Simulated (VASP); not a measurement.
# Ag (P6_3/mmc) in VASP: a series of runs

Runs on Ag. Level: PBE. Tasks: single point.

Program: VASP 6.6.1. These are calculated values, not measurements. Logs are shortened: lines on timing, memory, paths and dates and some standing lists are left out, and cuts for length are marked.

## (1) The cell of the first run

It takes space group P6_3/mmc (No. 194, hexagonal). The conventional cell has a = 2.886 Å, b = 2.886 Å, c = 10.300 Å, α = 90.00°, β = 90.00°, γ = 120.00°. Ag (site symmetry -6m2) has 12 Ag at 2.89 to 3.07 Å within 3.8 Å. Within 3.8 Å of Ag (site symmetry -3m) lie 12 Ag at 2.89 to 3.07 Å.

This isn't the form of Ag at room conditions, which is fcc.

## (2) Single point, PBE (zz strain of +3 %)

The input, INCAR:

```
SYSTEM = Ag
PREC = Accurate
ENCUT = 520
EDIFF = 1E-6
ISMEAR = -1
SIGMA = 0.08
LREAL = .FALSE.
LASPH = .TRUE.
NELM = 60
ALGO = Normal
ISIF = 2
LWAVE = .FALSE.
LCHARG = .FALSE.
GGA = PE
NBANDS = 30
```

The input, KPOINTS:

```
regular mesh
0
G
  14 14 4
  0 0 0
```

The input, POSCAR:

```
Ag
1.0
    2.8861989086      0.0000000000      0.0000000000
   -1.4430994543      2.4995215753      0.0000000000
    0.0000000000      0.0000000000     10.3000000000
Ag
4
Direct
    0.3333333333      0.6666666667      0.2500000000
    0.6666666667      0.3333333333      0.7500000000
    0.0000000000      0.0000000000      0.0000000000
    0.0000000000      0.0000000000      0.5000000000
```

Potentials or basis: VASP PAW PBE potentials, release 64 (Ag).

On the command line:

```sh
cat potpaw_PBE.64/Ag/POTCAR > POTCAR
mpirun -np 1 vasp_std > vasp.out
```

OUTCAR:

```text
SYSTEM = Ag
   PREC = Accurate
   ENCUT = 520
   EDIFF = 1E-6
   ISMEAR = -1
   LREAL = .FALSE.
   LASPH = .TRUE.
   NELM = 60
   ISIF = 2
   GGA = PE

 ion  position               nearest neighbor table
   1  0.333  0.667  0.250-   3 3.07   4 3.07   3 3.07   4 3.07   3 3.07   4 3.07
   2  0.667  0.333  0.750-   3 3.07   4 3.07   3 3.07   4 3.07   3 3.07   4 3.07
   3  0.000  0.000  0.000-   1 3.07   2 3.07   2 3.07   1 3.07   2 3.07   1 3.07
   4  0.000  0.000  0.500-   1 3.07   2 3.07   2 3.07   1 3.07   2 3.07   1 3.07

  LATTYP: Found a hexagonal cell.
 ALAT       =     2.8861989086
 C/A-ratio  =     3.5687076068

  Lattice vectors:

 A1 = (   2.8861989086,   0.0000000000,   0.0000000000)
 A2 = (  -1.4430994543,   2.4995215753,   0.0000000000)
 A3 = (   0.0000000000,   0.0000000000,  10.3000000000)

Analysis of symmetry for initial positions (statically):
=====================================================================
 Subroutine PRICEL returns:
 Original cell was already a primitive cell.

 Routine SETGRP: Setting up the symmetry group for a
 hexagonal supercell.

 Subroutine GETGRP returns: Found 24 space group operations
 (whereof 12 operations were pure point group operations)
 out of a pool of 24 trial point group operations.

The static configuration has the point symmetry D_3d.
 The point group associated with its full space group is D_6h.

Analysis of symmetry for dynamics (positions and initial velocities):
=====================================================================
 Subroutine PRICEL returns:
 Original cell was already a primitive cell.

 Routine SETGRP: Setting up the symmetry group for a
 hexagonal supercell.

 Subroutine GETGRP returns: Found 24 space group operations
 (whereof 12 operations were pure point group operations)
 out of a pool of 24 trial point group operations.

The dynamic configuration has the point symmetry D_3d.
 The point group associated with its full space group is D_6h.

 Subroutine INISYM returns: Found 24 space group operations
 (whereof 12 operations are pure point group operations),
 and found     1 'primitive' translations

----------------------------------------------------------------------------------------

                                     Primitive cell

  volume of cell :      74.3054

  direct lattice vectors                    reciprocal lattice vectors
[... 83 lines left out ...]
   ISTART =      0    job   : 0-new  1-cont  2-samecut
   ICHARG =      2    charge: 1-file 2-atom 10-const
   ISPIN  =      1    spin polarized calculation?
   LNONCOLLINEAR =      F non collinear calculations
   LSORBIT =      F    spin-orbit coupling
   LASPH  =      T    aspherical Exc in radial PAW
   ENCUT  =  520.0 eV  38.22 Ry    6.18 a.u.   5.37  5.37 19.15*2*pi/ulx,y,z
   NELM   =     60;   NELMIN=  2; NELMDL= -5     # of ELM steps
   EDIFF  = 0.1E-05   stopping-criterion for ELM
   LREAL  =      F    real-space projection
   EDIFFG = 0.1E-04   stopping-criterion for IOM
   NSW    =      0    number of steps for IOM
   IBRION =     -1    ionic relax: 0-MD 1-quasi-New 2-CG
   NFREE  =      0    steps in history (QN), initial steepest desc. (CG)
   ISIF   =      2    stress and relaxation
   ISYM   =      2    0-nonsym 1-usesym 2-fastsym
   POTIM  = 0.5000    time-step for ionic-motion
   TEBEG  =    0.0;   TEEND  =   0.0 temperature during run
   PSTRESS=    0.0 pullay stress
   NELECT =      44.0000    total number of electrons
   NUPDOWN=      -1.0000    fix difference up-down
   EMIN   =  10.00;   EMAX   =-10.00  energy-range for DOS
   EFERMI =   0.00;   METHOD = LEGACY
   ISMEAR =    -1;   SIGMA  =   0.08  broadening in eV -4-tet -1-fermi 0-gaus
   EFERMI_NEDOS =   21; number of points for ismear=-14 and -15
   IALGO  =     38    algorithm
   IMIX   =      4    mixing-type and parameters
     AMIX     =   0.40;   BMIX     =  1.00
     AMIX_MAG =   1.60;   BMIX_MAG =  1.00
  volume/ion in A,a.u.               =      18.58       125.36
  Fermi-wavevector in a.u.,A,eV,Ry     =   1.374735  2.597872 25.713594  1.889896
  Thomas-Fermi vector in A             =   2.500134
   LORBIT       =      0    0 simple, 1 ext, 2 COOP (PROOUT), +10 PAW based schemes
   GGA     = PE    functional components
   LHFCALC =     F    Hartree Fock is set to
   AEXX    =    0.0000 exact exchange contribution
   IVDW    =     0    specifies the selected vdW correction
   LEPSILON=     F    determine dielectric tensor
   LRPA    =     F    only Hartree local field effects (RPA)
 non-spin polarized calculation
  energy-cutoff  :      520.00
  volume of cell :       74.31
 maximum number of plane-waves:      2054
 NGX is ok and might be reduce to    24
   NGX = 11   NGY = 11   NGZ = 39

 number of electron      43.9999992 magnetization

 Free energy of the ion-electron system (eV)
  ---------------------------------------------------
  ext. energy  EPLUGINS =         0.00000000
  ---------------------------------------------------
  free energy    TOTEN  =       -10.75313682 eV

  energy without entropy =      -10.72812365  energy(sigma->0) =      -10.74063023

 E-fermi :   7.3182     XC(G=0): -11.6984

 val. band max:        7.3045717977   @ k =   0.2857   0.2143   0.5000
 cond. band min:       7.3240038063   @ k =   0.4286   0.0714   0.0000
 fundamental gap:      0.0194320087
 Fermi energy:         7.3182497139

 k-point     1 :       0.0000    0.0000    0.0000
  band No.  band energies     occupation
      1       0.1295      2.00000
      2       1.1747      2.00000
      3       1.1759      2.00000
      4       1.2877      2.00000
      5       2.4642      2.00000
      6       2.7905      2.00000
[... 781 lines left out ...]
     29      13.8012      0.00000
     30      15.7445      0.00000

 [... further k-points ...]
[... 5 lines left out ...]
  --------------------------------------------------------------------------------------
  -------------------------------------------------------------------------------------
  Total       -0.0776568     -0.0776568     -3.1399563      0.0000000      0.0000000      0.0000000
  in kB       -1.6744410     -1.6744410    -67.7039189      0.0000000      0.0000000      0.0000000
  external PRESSURE =     -23.6842670 kB  Pullay stress =       0.0000000 kB

 VOLUME and BASIS-vectors are now :
 -----------------------------------------------------------------------------
  energy-cutoff  :      520.00
  volume of cell :       74.31
      direct lattice vectors                 reciprocal lattice vectors
     2.886198909  0.000000000  0.000000000     0.346476467  0.200038281  0.000000000
    -1.443099454  2.499521575  0.000000000     0.000000000  0.400076563  0.000000000
     0.000000000  0.000000000 10.300000000     0.000000000  0.000000000  0.097087379

 POSITION                                       TOTAL-FORCE (eV/Angst)
 -----------------------------------------------------------------------------------
     -0.00000      1.66635      2.57500        -0.000000      0.000000      0.000000
      1.44310      0.83317      7.72500         0.000000     -0.000000      0.000000
      0.00000      0.00000      0.00000         0.000000      0.000000      0.000000
      0.00000      0.00000      5.15000         0.000000      0.000000      0.000000
 -----------------------------------------------------------------------------------
    total drift:                               -0.000000      0.000000     -0.000000

  FREE ENERGIE OF THE ION-ELECTRON SYSTEM (eV)
  ---------------------------------------------------
  free  energy   TOTEN  =       -10.7531368179 eV

  energy  without entropy=      -10.7281236495  energy(sigma->0) =      -10.74063023
```

OSZICAR:

```text
N       E                     dE             d eps       ncg     rms          rms(c)
DAV:   1     0.290733992090E+03    0.29073E+03   -0.22523E+04  4328   0.143E+03
DAV:   2    -0.540365378759E+01   -0.29614E+03   -0.28051E+03  4470   0.328E+02
DAV:   3    -0.116288872289E+02   -0.62252E+01   -0.61881E+01  5002   0.539E+01
DAV:   4    -0.116574302677E+02   -0.28543E-01   -0.28539E-01  4650   0.357E+00
DAV:   5    -0.116577302877E+02   -0.30002E-03   -0.30002E-03  4932   0.394E-01    0.852E+00
DAV:   6    -0.107816724946E+02    0.87606E+00   -0.28003E+00  4614   0.136E+01    0.578E+00
DAV:   7    -0.107620573197E+02    0.19615E-01   -0.30465E-02  4722   0.110E+00    0.341E+00
DAV:   8    -0.107530772451E+02    0.89801E-02   -0.24056E-03  4728   0.364E-01    0.108E-01
DAV:   9    -0.107531012362E+02   -0.23991E-04   -0.67028E-05  4824   0.906E-02    0.302E-02
DAV:  10    -0.107531325623E+02   -0.31326E-04   -0.19914E-05  4740   0.383E-02    0.201E-02
DAV:  11    -0.107531370882E+02   -0.45259E-05   -0.30952E-06  4306   0.135E-02    0.997E-04
DAV:  12    -0.107531368179E+02    0.27038E-06   -0.72081E-08  2484   0.194E-03
   1 F= -.10753137E+02 E0= -.10740630E+02  d E =-.250132E-01
```

stdout:

```text
POSCAR found type information on POSCAR Ag
 POSCAR found :  1 types and       4 ions
 scaLAPACK will be used
 LDA part: xc-table for (Slater+PW92), standard interpolation
 POSCAR, INCAR and KPOINTS ok, starting setup
 FFT: planning ... GRIDC
 FFT: planning ... GRID_SOFT
 FFT: planning ... GRID
 WAVECAR not read
 entering main loop
```

Run time: 1.8 min. Hardware: 1 thread of Intel Xeon Platinum 8259CL at 2.50GHz (Skylake/Cascade Lake), shared host; peak memory 0.27 GiB.

Results:

| Item | Value |
| --- | --- |
| Free energy | -10.7531 eV |
| Pressure | -2.4 GPa |
| Band gap on the k mesh | zero (bands 22 and 23 overlap by 6.20 eV) |

Levels at points of the mesh, in eV from the Fermi level:
```csv
k point,band 20,band 21,band 22,band 23,band 24,band 25
"(0.00, 0.00, 0.00)",-3.33,-3.33,-3.06,-3.06,-0.73,2.04
"(0.50, 0.00, 0.00)",-2.71,0.17,0.94,1.18,1.69,4.14
"(0.00, 0.00, 0.50)",-3.15,-3.15,-3.15,-2.61,-2.61,4.65
"(0.50, 0.00, 0.50)",-2.72,0.50,0.50,1.54,1.54,4.44
```

Caveat: the cell differs from its parent crystal (zz strain of +3 %); the stress differs along the axes, from -7 to -0 GPa.

(Continued in part 2 of 2.)

The gap in the log of VASP goes by the Fermi energy; the results here count the filled bands.